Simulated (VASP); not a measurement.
# Ga2As2H in VASP: further runs

Runs on Ga2As2H. Level: PBE. Tasks: single point.

Program: VASP 6.6.1. These are calculated values, not measurements. Logs are shortened: lines on timing, memory, paths and dates and some standing lists are left out, and cuts for length are marked.

## Step 1: The cell of the first run

The cell holds a slab with vacuum, 5 atoms: a = 4.063 Å, b = 4.063 Å, c = 19.890 Å, α = 90.00°, β = 90.00°, γ = 90.00°.

## Step 2: Single point, PBE, collinear spin

Contents of INCAR:

```
PREC = Accurate
ENCUT = 520
EDIFF = 1E-6
ISMEAR = 0
SIGMA = 0.05
LREAL = F
LASPH = T
NELM = 150
ALGO = Normal
ISIF = 2
LWAVE = F
LCHARG = F
ISPIN = 2
MAGMOM = 0 0 0 0 1
LORBIT = 11
LDIPOL = T
IDIPOL = 3
DIPOL = 0.5 0.5 0.346
GGA = PE
NBANDS = 30
```

Contents of KPOINTS:

```
Automatic mesh
0
Gamma
  7 7 1
```

Contents of POSCAR:

```
Ga2As2H
1.0
    4.0629609257      0.0000000000      0.0000000000
    0.0000000000      4.0629609257      0.0000000000
    0.0000000000      0.0000000000     19.8904986560
As Ga H
2 2 1
Direct
    0.0000000000      0.5000000000      0.2011010417
    0.5000000000      0.0000000000      0.3511019680
    0.5000000000      0.5000000000      0.2733201266
    0.0000000000      0.0000000000      0.4218345051
    0.0000000000      0.2500000000      0.4847499331
```

Potentials or basis: VASP PAW PBE potentials, release 64 (As, Ga_d, H).

Started as:

```
$ cat potpaw_PBE.64/As/POTCAR potpaw_PBE.64/Ga_d/POTCAR potpaw_PBE.64/H/POTCAR > POTCAR
$ mpirun -np 1 vasp_std > vasp.out
```

OUTCAR:

```text
PREC = Accurate
   ENCUT = 520
   EDIFF = 1E-6
   ISMEAR = 0
   LREAL = F
   LASPH = T
   NELM = 150
   ISIF = 2
   ISPIN = 2
   LORBIT = 11
   GGA = PE

 ion  position               nearest neighbor table
   1  0.000  0.500  0.201-   3 2.49   3 2.49
   2  0.500  0.000  0.351-   4 2.47   4 2.47   3 2.55   3 2.55
   3  0.500  0.500  0.273-   1 2.49   1 2.49   2 2.55   2 2.55
   4  0.000  0.000  0.422-   5 1.61   2 2.47   2 2.47
   5  0.000  0.250  0.485-   4 1.61

  LATTYP: Found a simple tetragonal cell.
 ALAT       =     4.0629609257
 C/A-ratio  =     4.8955673017

  Lattice vectors:

 A1 = (   4.0629609257,   0.0000000000,   0.0000000000)
 A2 = (   0.0000000000,   4.0629609257,   0.0000000000)
 A3 = (   0.0000000000,   0.0000000000,  19.8904986560)

Analysis of symmetry for initial positions (statically):
=====================================================================
 Subroutine PRICEL returns:
 Original cell was already a primitive cell.

 Routine SETGRP: Setting up the symmetry group for a
 simple tetragonal supercell.

 Subroutine GETGRP returns: Found  2 space group operations
 (whereof  2 operations were pure point group operations)
 out of a pool of 16 trial point group operations.

The static configuration has the point symmetry C_1h.

Analysis of symmetry for dynamics (positions and initial velocities):
=====================================================================
 Subroutine PRICEL returns:
 Original cell was already a primitive cell.

 Routine SETGRP: Setting up the symmetry group for a
 simple tetragonal supercell.

 Subroutine GETGRP returns: Found  2 space group operations
 (whereof  2 operations were pure point group operations)
 out of a pool of 16 trial point group operations.

The dynamic configuration has the point symmetry C_1h.

Analysis of structural, dynamic, and magnetic symmetry:
=====================================================================
 Subroutine PRICEL returns:
 Original cell was already a primitive cell.

 Routine SETGRP: Setting up the symmetry group for a
 simple tetragonal supercell.

 Subroutine GETGRP returns: Found  2 space group operations
 (whereof  2 operations were pure point group operations)
 out of a pool of 16 trial point group operations.

The overall configuration has the point symmetry C_1h.

 Subroutine INISYM returns: Found  2 space group operations
 (whereof  2 operations are pure point group operations),
 and found     1 'primitive' translations

----------------------------------------------------------------------------------------

                                     Primitive cell

  volume of cell :     328.3454

  direct lattice vectors                    reciprocal lattice vectors
     4.062960926  0.000000000  0.000000000     0.246125921  0.000000000  0.000000000
     0.000000000  4.062960926  0.000000000     0.000000000  0.246125921  0.000000000
     0.000000000  0.000000000 19.890498656     0.000000000  0.000000000  0.050275260

  length of vectors
     4.062960926  4.062960926 19.890498656     0.246125921  0.246125921  0.050275260

  position of ions in fractional coordinates (direct lattice)
     0.000000000  0.500000000  0.201101042
     0.500000000  0.000000000  0.351101968
     0.500000000  0.500000000  0.273320127
     0.000000000  0.000000000  0.421834505
     0.000000000  0.250000000  0.484749933

  ion indices of the primitive-cell ions
   primitive index   ion index
                 1           1
                 2           2
                 3           3
                 4           4
                 5           5

----------------------------------------------------------------------------------------

 KPOINTS: Automatic mesh

Automatic generation of k-mesh.
 Grid dimensions read from file:
[... 24 lines left out ...]
  0.000000  0.142857  0.000000      2.000000
  0.285714  0.000000  0.000000      2.000000
  0.000000  0.285714  0.000000      2.000000
  0.428571  0.000000  0.000000      2.000000
[... 8 lines left out ...]
 -0.285714  0.428571  0.000000      4.000000
  0.428571  0.428571  0.000000      4.000000
   k-points           NKPTS =     16   k-points in BZ     NKDIM =     16   number of bands    NBANDS=     30
   number of dos      NEDOS =    301   number of ions     NIONS =      5
   total plane-waves  NPLWV = 135000
   dimension x,y,z NGX =    30 NGY =   30 NGZ =  150
   dimension x,y,z NGXF=    60 NGYF=   60 NGZF=  300
   ions per type =               2   2   1
   NGX,Y,Z   is equivalent  to a cutoff of  12.28, 12.28, 12.54 a.u.
   NGXF,Y,Z  is equivalent  to a cutoff of  24.55, 24.55, 25.07 a.u.
 SYSTEM =  unknown system
   PREC   = accura    normal or accurate (medium, high low for compatibility)
   ISTART =      0    job   : 0-new  1-cont  2-samecut
   ICHARG =      2    charge: 1-file 2-atom 10-const
   ISPIN  =      2    spin polarized calculation?
   LNONCOLLINEAR =      F non collinear calculations
   LSORBIT =      F    spin-orbit coupling
   LASPH  =      T    aspherical Exc in radial PAW
   ENCUT  =  520.0 eV  38.22 Ry    6.18 a.u.   7.55  7.55 36.98*2*pi/ulx,y,z
   NELM   =    150;   NELMIN=  2; NELMDL= -5     # of ELM steps
   EDIFF  = 0.1E-05   stopping-criterion for ELM
   LREAL  =      F    real-space projection
   EDIFFG = 0.1E-04   stopping-criterion for IOM
   NSW    =      0    number of steps for IOM
   IBRION =     -1    ionic relax: 0-MD 1-quasi-New 2-CG
   NFREE  =      0    steps in history (QN), initial steepest desc. (CG)
   ISIF   =      2    stress and relaxation
   ISYM   =      2    0-nonsym 1-usesym 2-fastsym
   POTIM  = 0.5000    time-step for ionic-motion
   TEBEG  =    0.0;   TEEND  =   0.0 temperature during run
   PSTRESS=    0.0 pullay stress
   NELECT =      37.0000    total number of electrons
   NUPDOWN=      -1.0000    fix difference up-down
   EMIN   =  10.00;   EMAX   =-10.00  energy-range for DOS
   EFERMI =   0.00;   METHOD = LEGACY
   ISMEAR =     0;   SIGMA  =   0.05  broadening in eV -4-tet -1-fermi 0-gaus
   EFERMI_NEDOS =   21; number of points for ismear=-14 and -15
   IALGO  =     38    algorithm
   IMIX   =      4    mixing-type and parameters
     AMIX     =   0.40;   BMIX     =  1.00
     AMIX_MAG =   1.60;   BMIX_MAG =  1.00
  volume/ion in A,a.u.               =      65.67       443.16
  Fermi-wavevector in a.u.,A,eV,Ry     =   0.790736  1.494275  8.507235  0.625264
  Thomas-Fermi vector in A             =   1.896137
   LORBIT       =     11    0 simple, 1 ext, 2 COOP (PROOUT), +10 PAW based schemes
   GGA     = PE    functional components
   LHFCALC =     F    Hartree Fock is set to
   AEXX    =    0.0000 exact exchange contribution
   IVDW    =     0    specifies the selected vdW correction
   LEPSILON=     F    determine dielectric tensor
   LRPA    =     F    only Hartree local field effects (RPA)
 spin polarized calculation
 Gauss-broadening in eV      SIGMA  =   0.05
  energy-cutoff  :      520.00
  volume of cell :      328.35
 maximum number of plane-waves:      8887
 NGX is ok and might be reduce to    30
   NGX = 15   NGY = 15   NGZ = 73

 dipolmoment           0.000000      0.000000      0.000017 electrons x Angstroem

 number of electron      37.0000033 magnetization       0.1428980

 dipolmoment           0.000000      0.000000     -0.107708 electrons x Angstroem

 Free energy of the ion-electron system (eV)
  ---------------------------------------------------
  ext. energy  EPLUGINS =         0.00000000
  ---------------------------------------------------
  free energy    TOTEN  =       -17.40553137 eV

  energy without entropy =      -17.40312986  energy(sigma->0) =      -17.40433061

 E-fermi :  -2.6405     XC(G=0):  -3.6746

 val. band max:       -2.6661645917   @ k =  -0.1429   0.2857   0.0000
 cond. band min:      -2.6326314684   @ k =   0.2857   0.2857   0.0000
 fundamental gap:      0.0335331233
 Fermi energy:        -2.6404673089

 spin component 1

 k-point     1 :       0.0000    0.0000    0.0000
  band No.  band energies     occupation
      1     -17.6440      1.00000
      2     -17.5769      1.00000
      3     -17.5512      1.00000
      4     -17.4675      1.00000
      5     -17.4114      1.00000
      6     -16.8571      1.00000
[... 517 lines left out ...]
     29       5.5374      0.00000
     30       5.7179      0.00000
 Fermi energy:        -2.6404673089

 spin component 2

 k-point     1 :       0.0000    0.0000    0.0000
  band No.  band energies     occupation
      1     -17.6442      1.00000
      2     -17.5768      1.00000
      3     -17.5515      1.00000
      4     -17.4671      1.00000
      5     -17.4111      1.00000
      6     -16.8573      1.00000
[... 517 lines left out ...]
     29       5.5586      0.00000
     30       5.7310      0.00000

------------------------ aborting loop because EDIFF is reached ----------------------------------------

 vacuum level on the upper side and lower side of the slab       (xc-potential included)        -0.575         0.574

  FORCE on cell =-STRESS in cart. coord.  units (eV):
  Direction    XX          YY          ZZ          XY          YZ          ZX
  --------------------------------------------------------------------------------------
  -------------------------------------------------------------------------------------
  Total       -1.6687543     -2.4467265     -0.9742406      0.0000000      0.3839798      0.0000000
  in kB       -8.1427671    -11.9389199     -4.7538539      0.0000000      1.8736481      0.0000000
  external PRESSURE =      -8.2785136 kB  Pullay stress =       0.0000000 kB

 VOLUME and BASIS-vectors are now :
 -----------------------------------------------------------------------------
  energy-cutoff  :      520.00
  volume of cell :      328.35
      direct lattice vectors                 reciprocal lattice vectors
     4.062960926  0.000000000  0.000000000     0.246125921  0.000000000  0.000000000
     0.000000000  4.062960926  0.000000000     0.000000000  0.246125921  0.000000000
     0.000000000  0.000000000 19.890498656     0.000000000  0.000000000  0.050275260

 POSITION                                       TOTAL-FORCE (eV/Angst)
 -----------------------------------------------------------------------------------
      0.00000      2.03148      4.00000         0.000000     -0.146014      0.236234
      2.03148      0.00000      6.98359         0.000000     -0.731351      0.361050
      2.03148      2.03148      5.43647         0.000000      0.302166     -0.199917
      0.00000      0.00000      8.39050         0.000000      0.889266     -0.390548
      0.00000      1.01574      9.64192         0.000000     -0.314068     -0.006819
 -----------------------------------------------------------------------------------
    total drift:                                0.000000     -0.000033     -0.000373

  FREE ENERGIE OF THE ION-ELECTRON SYSTEM (eV)
  ---------------------------------------------------
  free  energy   TOTEN  =       -17.4055313671 eV

  energy  without entropy=      -17.4031298626  energy(sigma->0) =      -17.40433061

 vacuum level on the upper side and lower side of the slab         1.976         3.155

 total charge

# of ion       s       p       d       tot
------------------------------------------
    1        1.290   1.344   0.016   2.650
    2        1.229   1.520   0.028   2.777
    3        0.904   0.715   9.977  11.597
    4        0.938   0.690   9.970  11.597
    5        0.517   0.008   0.000   0.525
--------------------------------------------------
tot          4.878   4.277  19.991  29.147

 magnetization (x)

# of ion       s       p       d       tot
------------------------------------------
    1        0.002   0.056   0.000   0.058
    2        0.000   0.002   0.000   0.002
    3       -0.002  -0.002   0.001  -0.002
    4       -0.000   0.001   0.000   0.001
    5        0.000  -0.000   0.000   0.000
--------------------------------------------------
tot         -0.000   0.057   0.002   0.058
```

It took 4.8 min on 1 thread of AMD EPYC 9R45 (Zen 5), shared host; peak memory 0.56 GiB.

Results:

```
Free energy                                           : -17.4055 eV
Largest force                                         : 0.971 eV/Å
Net moment                                            : 0.14 μB per cell
Site moments                                          : As +0.06, +0.00; Ga -0.00, +0.00; H +0.00 μB
Valence electrons inside the program's atomic spheres : As 2.65, 2.78; Ga 11.60; H 0.53
```

Forces on the atoms (eV/Å):
```
As   0.000 -0.146  0.236
As   0.000 -0.731  0.361
Ga   0.000  0.302 -0.200
Ga   0.000  0.889 -0.391
H    0.000 -0.314 -0.007
```

(Continued in part 2 of 2.)
